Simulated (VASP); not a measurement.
Wanted: the native input for a VASP 6.6.1 run.

```yaml
Task: single point
Functional: PBE
Potentials_or_basis: VASP PAW PBE potentials, release 64 (Co, Si)
Cutoff: 520 eV
k_mesh: 12 × 12 × 12
Occupations: gaussian, width 0.15 eV
Spin: no spin polarisation
Dipole_correction: no
Further_INCAR_settings: ALGO = Normal; EDIFF = 1e-06; NBANDS = 16
```

The structure of CoSi2 lies in POSCAR:

```
CoSi2
1.0
    0.0000000000      2.7427584909      2.5550121360
    2.7427584909      0.0000000000      2.5550121360
    2.7427584909      2.7427584909      0.0000000000
Co Si
1 2
Direct
    0.0000000000      0.0000000000      0.0000000000
    0.2423512496      0.2423512496      0.2576487504
    0.7576487504      0.7576487504      0.7423512496
```

This cell differs from its parent crystal: mode 6 frozen in at -0.041 Å, strain +e along z and -e/2 along x and y -0.0467.

The input as run:

INCAR

```
SYSTEM = CoSi2
ALGO = Normal
EDIFF = 1E-6
ENCUT = 520
GGA = PE
ISIF = 2
ISMEAR = 0
LASPH = .True.
LCHARG = .True.
LELF = .True.
LREAL = .False.
LVHAR = .True.
LWAVE = .False.
NBANDS = 16
NELM = 80
PREC = Accurate
SIGMA = 0.15
```

KPOINTS

```
k-points
0
Gamma
  12 12 12
  0 0 0
```

Potentials or basis: VASP PAW PBE potentials, release 64 (Co, Si).

Command:

```console
$ cat potpaw_PBE.64/Co/POTCAR potpaw_PBE.64/Si/POTCAR > POTCAR
$ mpirun -np 1 vasp_std > vasp.out
```

It gave:

The pressure is 0.7 GPa and the largest force is 0.616 eV/Å.

Caveat: the cell differs from its parent crystal (mode 6 frozen in at -0.041 Å, strain +e along z and -e/2 along x and y -0.0467).

Run time: 2.6 min on 1 thread of Intel Xeon 6975P-C (shared host), peak memory 0.3 GiB.
